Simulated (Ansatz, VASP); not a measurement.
# One calculation of CaSe, two programs

POSCAR

```
CaSe
1.0
    0.0000000000      2.9969139953      2.9969139953
    2.9969139953      0.0000000000      2.9969139953
    2.9969139953      2.9969139953      0.0000000000
Ca Se
1 1
Direct
    0.0000000000      0.0000000000      0.0000000000
    0.5000000000      0.5000000000      0.5000000000
```

File INCAR.step1:

```
PREC = Accurate
ENCUT = 520
ISMEAR = 0
SIGMA = 0.01
LREAL = False
LASPH = True
NELM = 60
NBANDS = 15
GGA = PE
ALGO = Normal
EDIFF = 1E-4
LWAVE = True
LCHARG = False
```

INCAR.step2

```
PREC = Accurate
ENCUT = 520
EDIFF = 1E-7
ISMEAR = 0
SIGMA = 0.01
LREAL = False
LASPH = True
NELM = 60
ALGO = Normal
ISIF = 2
LWAVE = False
LCHARG = False
METAGGA = R2SCAN
LMIXTAU = True
NBANDS = 15
ISTART = 1
```

KPOINTS

```
regular mesh
0
Gamma
  6 6 6
```

Input for Ansatz:

```yaml
crystal:
  lattice:
    - [0.0, 2.9969139953, 2.9969139953]
    - [2.9969139953, 0.0, 2.9969139953]
    - [2.9969139953, 2.9969139953, 0.0]
  atoms:
    - { symbol: Ca, position: [0.0, 0.0, 0.0] }
    - { symbol: Se, position: [0.5, 0.5, 0.5] }
kpoints:
  mp_grid: { grid: [6, 6, 6] }
hamiltonian:
  xc: r2scan
scf:
  occupations: { method: fixed }
  n_extra_bands: 4
output:
  forces: true
  stress: true
  eigenvalues: true
```

Alike in both runs: task single point; functional r2SCAN; k mesh 6 × 6 × 6; no spin polarisation.

|  | VASP | Ansatz |
| --- | --- | --- |
| version | VASP 6.6.1 | Ansatz 0.2.0 |
| potentials or method | VASP PAW PBE potentials, release 64 (Ca_sv, Se) | plane waves, PAW |
| plane-wave cutoff (eV) | 520 | 500 |
| occupations | gaussian, width 0.01 eV | fixed |
| valence electrons in the cell | 16 | 26 |

|  | VASP | Ansatz | Ansatz less VASP |
| --- | --- | --- | --- |
| gap on the k mesh at the Fermi level (eV) | 2.58 | 2.58 | -0.001 |
| pressure (GPa) | -1.2 | -1.5 | -0.21 |

VASP's potentials were made for PBE, not for r2SCAN. VASP's potentials hold 16 valence electrons a cell and Ansatz's 26, so a difference there can come from the potentials and not from the codes.
